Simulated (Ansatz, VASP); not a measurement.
This is a calculation of I for Ansatz 0.2.0.

input.yaml

```yaml
crystal:
  lattice:
    - [0.0, 2.3812671275, 3.935733868]
    - [2.2067640717, 0.0, 3.935733868]
    - [2.2067640717, 2.3812671275, 0.0]
  atoms:
    - { symbol: I, position: [0.0, 0.0, 0.0] }
hamiltonian:
  xc: r2scan
  pseudopotentials: { kind: paw }
kpoints:
  mp_grid: { grid: [9, 9, 9] }
scf:
  occupations: { method: fermi_dirac, width: 0.05 }
output:
  forces: true
  stress: true
  eigenvalues: true
```

Potentials or basis: Ansatz PAW.

Launch:

```bash
$ ansatz run input.yaml --threads 2 --pin off --max-ram 5632MiB --backend cpu --events-out ev --progress --plain --runs-dir out
```

Problem. Set up the same calculation for VASP 6.6.1. Potentials there: VASP PAW PBE potentials, release 64 (I).

Solution. As run (the cutoff follows the program's own potentials):

Contents of POSCAR:

```
I
1.0
    0.0000000000      2.3812671275      3.9357338680
    2.2067640717      0.0000000000      3.9357338680
    2.2067640717      2.3812671275      0.0000000000
I
1
Direct
    0.0000000000      0.0000000000      0.0000000000
```

Contents of INCAR.step1:

```
SYSTEM = I
PREC = Accurate
ENCUT = 520
ISMEAR = -1
SIGMA = 0.05
LREAL = .FALSE.
LASPH = .TRUE.
NELM = 100
NBANDS = 10
GGA = PE
ALGO = Normal
EDIFF = 1E-4
LWAVE = .TRUE.
LCHARG = .FALSE.
```

Contents of INCAR.step2:

```
SYSTEM = I
PREC = Accurate
ENCUT = 520
EDIFF = 1E-7
ISMEAR = -1
SIGMA = 0.05
LREAL = .FALSE.
LASPH = .TRUE.
NELM = 100
ALGO = Normal
ISIF = 2
LWAVE = .FALSE.
LCHARG = .FALSE.
METAGGA = R2SCAN
LMIXTAU = .TRUE.
NBANDS = 10
ISTART = 1
```

KPOINTS

```
regular mesh
0
G
  9 9 9
  0 0 0
```

Potentials or basis: VASP PAW PBE potentials, release 64 (I).

Run with:

```console
$ cat potpaw_PBE.64/I/POTCAR > POTCAR
$ cp INCAR.step1 INCAR
$ mpirun -np 1 vasp_std > vasp.out
$ cp INCAR.step2 INCAR
$ mpirun -np 1 vasp_std > vasp.out
```

Both were run:

|  | VASP | Ansatz | Ansatz less VASP |
| --- | --- | --- | --- |
| gap on the k mesh at the Fermi level (eV) | none | none | - |
| pressure (GPa) | -0.5 | -0.5 | +0.04 |
| traceless stress, the component that is largest in VASP (GPa) | 0.48 | 0.46 | -0.030 |

VASP's potentials were made for PBE, not for r2SCAN. A gap of «none» marks a metal or a gap that the smearing closes. VASP's potentials hold 7 valence electrons a cell and Ansatz's 17, so a difference there can come from the potentials and not from the codes.

Spin-orbit coupling is off throughout.
